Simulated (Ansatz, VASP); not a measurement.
# Bi2Te3: VASP beside Ansatz

```
CELL_PARAMETERS angstrom
-2.18138 2.18138 8.66259
2.18138 -2.18138 8.66259
2.18138 2.18138 -8.66259
ATOMIC_POSITIONS crystal
Bi 0.12922 0.12922 0.00000
Bi 0.87078 0.87078 0.00000
Te 0.32058 0.32058 0.00000
Te 0.67942 0.67942 0.00000
Te 0.50000 0.50000 0.00000
```

Alike in both runs: functional PBE; k mesh 4 × 4 × 4; occupations gaussian, width 0.1 eV; no spin polarisation.

Ansatz relaxed the structure, and its values are those at the end. VASP's run is a single point on that final structure, the one shown.

```csv
,VASP,Ansatz
version,VASP 6.6.1,Ansatz 0.2.0
potentials or method,"VASP PAW PBE potentials, release 64 (Bi_d, Te), cutoff 520 eV","scalar-relativistic, plane waves, PAW"
valence electrons in the cell,48,78
```

```csv
,VASP,Ansatz,Ansatz less VASP
gap on the k mesh at the Fermi level (eV),none,none,-
pressure (GPa),0.0,0.0,+0.04
```

A gap of «none» marks a metal or a gap that the smearing closes. VASP's potentials hold 48 valence electrons a cell and Ansatz's 78, so a difference there can come from the potentials and not from the codes.

The k mesh is coarse, so the values compare programs but aren't converged. Spin-orbit coupling is off throughout.
